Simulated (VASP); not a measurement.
Input of a VASP 6.6.1 run:

File POSCAR:

```
TiAu
1.0
    3.0828797151      0.0000000000      0.0000000000
   -1.5414398576      2.6698521501      0.0000000000
    0.0000000000      0.0000000000      4.7010222268
Ti Au
1 1
Direct
    0.0000000000      0.0000000000      0.0000000000
    0.3333333333      0.6666666667      0.5000000000
```

File INCAR.step1:

```
SYSTEM = TiAu
PREC = Accurate
ENCUT = 520
ISMEAR = -1
SIGMA = 0.05
LREAL = .False.
LASPH = .True.
NELM = 150
ISPIN = 2
MAGMOM = 1 0
LMAXMIX = 4
NBANDS = 22
GGA = PE
ALGO = Normal
EDIFF = 1E-4
LWAVE = .True.
LCHARG = .False.
```

The input INCAR.step2:

```
SYSTEM = TiAu
PREC = Accurate
ENCUT = 520
EDIFF = 1E-6
ISMEAR = -1
SIGMA = 0.05
LREAL = .False.
LASPH = .True.
NELM = 150
ALGO = Normal
ISIF = 2
LWAVE = .False.
LCHARG = .True.
ISPIN = 2
MAGMOM = 1 0
LORBIT = 11
LMAXMIX = 4
METAGGA = R2SCAN
LMIXTAU = .True.
LELF = .True.
LVHAR = .True.
NBANDS = 22
ISTART = 1
```

KPOINTS

```
regular mesh
0
Gamma
  13 13 7
  0 0 0
```

Potentials or basis: VASP PAW PBE potentials, release 64 (Ti_sv, Au).

Run with:

```sh
$ cat potpaw_PBE.64/Ti_sv/POTCAR potpaw_PBE.64/Au/POTCAR > POTCAR
$ cp INCAR.step1 INCAR
$ mpirun -np 1 vasp_std > vasp.out
$ cp INCAR.step2 INCAR
$ mpirun -np 1 vasp_std > vasp.out
```

**Question.** Predict the pressure.

**Answer.** -11.9 GPa.

**Question.** Estimate the site moments.

**Answer.** Ti +0.73; Au -0.01 μB.

Stress tensor (GPa, compression positive):
```
-10.28   0.00   0.00
  0.00 -10.28   0.00
  0.00   0.00 -15.20
```

Caveat: the PAW data sets were made with another functional, which shifts forces and pressure a little.
